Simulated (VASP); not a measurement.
The system is Sn3Se.

```xyz
4
Lattice="4.7733 0.0000 0.0000 0.0000 4.7733 0.0000 0.0000 0.0000 4.7733" Properties=species:S:1:pos:R:3 pbc="T T T"
Sn    2.3866    2.3866    0.0000
Sn    2.3866    0.0000    2.3866
Sn    0.0000    2.3866    2.3866
Se    0.0000    0.0000    0.0000
```

Base run:

```yaml
Program: VASP 6.6.1
Functional: PBEsol
Potentials_or_basis: VASP PAW PBE potentials, release 64 (Sn_d, Se)
Cutoff: 520 eV
k_mesh: 6 × 6 × 6
Occupations: fermi-dirac, width 0.05 eV
Spin: no spin polarisation
```

Its results: band gap on the k mesh zero (band 24 reaches 8.78 eV, above the bottom of band 25 at 6.56 eV); pressure -3.5 GPa.

Q: The run is repeated on the same cell with these changes: functional from PBEsol to PBE. What comes out?

A: Band gap on the k mesh zero (band 24 reaches 8.93 eV, above the bottom of band 25 at 6.71 eV); pressure -0.7 GPa.

PBE binds less tightly than PBEsol, so the same cell stands under more pressure.

Caveats: spin-orbit coupling is left out, which moves the levels of the heavy elements; the PAW data sets were made with another functional, which shifts forces and pressure a little (some runs).
